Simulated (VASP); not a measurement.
**HgTe: single point with BLYP**

The system is HgTe.

```
Hg Te
1.0
     0.00000    3.37192    3.37192
     3.37192    0.00000    3.37192
     3.37192    3.37192    0.00000
Hg Te
1 1
Cartesian
  0.0000 0.0000 0.0000
  1.6860 1.6860 1.6860
```

This cell differs from its parent crystal: volume scaled by 0.96.

| Property | Result |
| --- | --- |
| Program | VASP 6.6.1 |
| Task | single point |
| Functional | BLYP |
| Potentials or basis | VASP PAW PBE potentials, release 64 (Hg, Te) |
| Cutoff | 520 eV |
| k mesh | 6 × 6 × 6 |
| Occupations | gaussian, width 0.05 eV |
| Spin | no spin polarisation |

The pressure is 1.4 GPa. The band gap on the k mesh is zero (filled and empty bands touch).

Levels at points of the mesh, in eV from the Fermi level:
```csv
k point,band 5,band 6,band 7,band 8,band 9,band 10,band 11,band 12,band 13,band 14
"(0.00, 0.00, 0.00)",-6.35,-6.35,-1.11,-0.02,-0.02,-0.02,4.43,4.43,4.43,6.61
"(0.50, 0.00, 0.00)",-6.34,-6.13,-4.73,-0.77,-0.77,0.65,5.14,5.14,6.71,7.81
"(0.50, 0.50, 0.00)",-6.31,-6.03,-4.81,-1.78,-1.78,1.87,2.83,7.84,8.27,8.27
```

It took 70 s on 1 thread of AMD EPYC 7R13 (shared host), peak memory 0.18 GiB.

Caveat: the PAW data sets were made with another functional, which shifts forces and pressure a little; spin-orbit coupling is left out, which moves the levels of the heavy elements.
